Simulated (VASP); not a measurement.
Here is a VASP 6.6.1 calculation.

The input INCAR:

```
PREC     = Accurate       # precision mode
ENCUT    = 520            # plane-wave cutoff, eV
EDIFF    = 1E-6           # SCF threshold, eV
ISMEAR   = 0              # smearing method
SIGMA    = 0.1            # smearing width, eV
LREAL    = False          # projectors in reciprocal space
LASPH    = True           # aspherical terms in the spheres
NELM     = 80             # most SCF steps
ALGO     = Normal         # electronic algorithm
ISIF     = 2              # what is computed and relaxed
LWAVE    = False          # write WAVECAR
LCHARG   = False          # write CHGCAR
GGA      = PE             # functional
NBANDS   = 64             # bands
```

Contents of KPOINTS:

```
Automatic mesh
0
Gamma
  6 6 6
```

The input POSCAR:

```
Y4Sn3N4
1.0
    6.5802315240      0.0000000000      0.0000000000
    0.0000000000      6.5802315240      0.0000000000
    0.0000000000      0.0000000000      6.5802315240
Y Sn N
4 3 4
Direct
    0.3257761685      0.3257761685      0.3257761685
    0.3257761685      0.6742238315      0.6742238315
    0.6742238315      0.3257761685      0.6742238315
    0.6742238315      0.6742238315      0.3257761685
    0.0000000000      0.0000000000      0.5000000000
    0.5000000000      0.0000000000      0.0000000000
    0.0000000000      0.5000000000      0.0000000000
    0.3380519051      0.3380519051      0.6619480949
    0.6619480949      0.6619480949      0.6619480949
    0.3380519051      0.6619480949      0.3380519051
    0.6619480949      0.3380519051      0.3380519051
```

Potentials or basis: VASP PAW PBE potentials, release 64 (Y_sv, Sn_d, N).

Run with:

```console
$ cat potpaw_PBE.64/Y_sv/POTCAR potpaw_PBE.64/Sn_d/POTCAR potpaw_PBE.64/N/POTCAR > POTCAR
$ mpirun -np 1 vasp_std > vasp.out
```

(1) What does it give for the largest force?

(2) What does it give for the pressure?

## Answers

(1) 0.010 eV/Å.

(2) -0.1 GPa.
